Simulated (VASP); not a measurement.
Au: relaxation of cell and atoms with PBEsol

The system is Au.

```
Au
1.0
     0.00000    2.03500    2.03500
     2.03500    0.00000    2.03500
     2.03500    2.03500    0.00000
Au
1
Cartesian
  0.0000 0.0000 0.0000
```

```yaml
Program: VASP 6.6.1
Task: relaxation of cell and atoms
Functional: PBEsol
Potentials_or_basis: VASP PAW PBE potentials, release 64 (Au)
Cutoff: 600 eV
k_mesh: 9 × 9 × 9
Occupations: fermi-dirac, width 0.05 eV
Spin: no spin polarisation
Dipole_correction: no
Further_INCAR_settings: ALGO = Normal; EDIFF = 1e-06; IBRION = 2; EDIFFG = -0.01; NSW = 80; ISIF = 3
```

```json
{
 "Relaxed volume": "16.99 Å³/atom",
 "Relaxed cell": "a = 2.886 Å, b = 2.886 Å, c = 2.886 Å, α = 60.00°, β = 60.00°, γ = 60.00°",
 "Space group after relaxing (to 0.05 Å)": "Fm-3m (No. 225)",
 "Energy gained by relaxing": "0.6 meV/atom",
 "Ionic steps": "3",
 "Pressure after relaxing": "0.0 GPa"
}
```

The path:
```csv
step,energy change (eV),largest force (eV/Å),pressure (GPa),volume (Å³)
1,0.0000,0.0000,1.44,16.85
2,0.0012,0.0000,-2.37,17.23
3,-0.0006,0.0000,0.00,16.99
```

Final structure:
```cif
data_structure
_symmetry_space_group_name_H-M 'P 1'
_symmetry_Int_Tables_number 1
_cell_length_a 2.8856
_cell_length_b 2.8856
_cell_length_c 2.8856
_cell_angle_alpha 60.000
_cell_angle_beta 60.000
_cell_angle_gamma 60.000
_cell_volume 16.99
loop_
_atom_site_label
_atom_site_type_symbol
_atom_site_fract_x
_atom_site_fract_y
_atom_site_fract_z
_atom_site_occupancy
Au1 Au 0.00000 0.00000 0.00000 1
```

Levels at points of the mesh, in eV from the Fermi level:
```csv
k point,band 4,band 5,band 6,band 7,band 8,band 9
"(0.00, 0.00, 0.00)",-4.66,-3.12,-3.12,14.53,18.54,18.54
```

Wall time 10 s on 1 thread of Intel(R) Xeon(R) Platinum 8375C CPU @ 2.90GHz (Ice Lake), with other jobs on the host, peak memory 0.15 GiB.

Caveat: the PAW data sets were made with another functional, which shifts forces and pressure a little; spin-orbit coupling is left out, which moves the levels of the heavy elements. Zero-point motion and thermal expansion aren't in these numbers.
